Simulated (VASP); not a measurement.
Here is a VASP 6.6.1 calculation.

File POSCAR:

```
Tl2SbP3
1.0
    2.7374092165      1.5804439481      5.1421798191
   -2.7374092165      1.5804439481      5.1421798191
    0.0000000000     -3.1608878961      5.1421798191
Tl Sb P
2 1 3
Direct
    0.6157188646      0.6157188646      0.6157188646
    0.3842811354      0.3842811354      0.3842811354
    0.0000000000      0.0000000000      0.0000000000
    0.0000000000      0.5000000000      0.0000000000
    0.5000000000      0.0000000000      0.0000000000
    0.0000000000      0.0000000000      0.5000000000
```

The input INCAR.step1:

```
SYSTEM = Tl2SbP3
PREC = Accurate
ENCUT = 520
ISMEAR = -1
SIGMA = 0.03
LREAL = .FALSE.
LASPH = .TRUE.
NELM = 80
NBANDS = 32
GGA = PE
ALGO = Normal
EDIFF = 1E-4
LWAVE = .TRUE.
LCHARG = .FALSE.
```

File INCAR.step2:

```
SYSTEM = Tl2SbP3
PREC = Accurate
ENCUT = 520
EDIFF = 1E-6
ISMEAR = -1
SIGMA = 0.03
LREAL = .FALSE.
LASPH = .TRUE.
NELM = 80
ALGO = Normal
ISIF = 2
LWAVE = .FALSE.
LCHARG = .FALSE.
METAGGA = R2SCAN
LMIXTAU = .TRUE.
LUSE_VDW = .TRUE.
IVDW_NL = 2
BPARAM = 11.95
CPARAM = 0.0093
NBANDS = 32
ISTART = 1
```

KPOINTS

```
Automatic mesh
0
G
  6 6 6
  0 0 0
```

Potentials or basis: VASP PAW PBE potentials, release 64 (Tl_d, Sb, P).

The run is started by

```console
$ cat potpaw_PBE.64/Tl_d/POTCAR potpaw_PBE.64/Sb/POTCAR potpaw_PBE.64/P/POTCAR > POTCAR
$ cp INCAR.step1 INCAR
$ mpirun -np 1 vasp_std > vasp.out
$ cp INCAR.step2 INCAR
$ mpirun -np 1 vasp_std > vasp.out
```

Estimate the band gap on the k mesh.

zero (band 23 reaches 8.41 eV, above the bottom of band 24 at 6.51 eV).

Predict the largest force.

0.006 eV/Å.

Predict the pressure.

0.1 GPa.

Forces in eV/Å, atoms in the order of the input:
```
Tl   0.000  0.000  0.006
Tl   0.000  0.000 -0.006
Sb   0.000  0.000  0.000
P    0.000  0.000  0.000
P    0.000  0.000  0.000
P    0.000  0.000  0.000
```

Caveat: the PAW data sets were made with another functional, which shifts forces and pressure a little; spin-orbit coupling is left out, which moves the levels of the heavy elements.
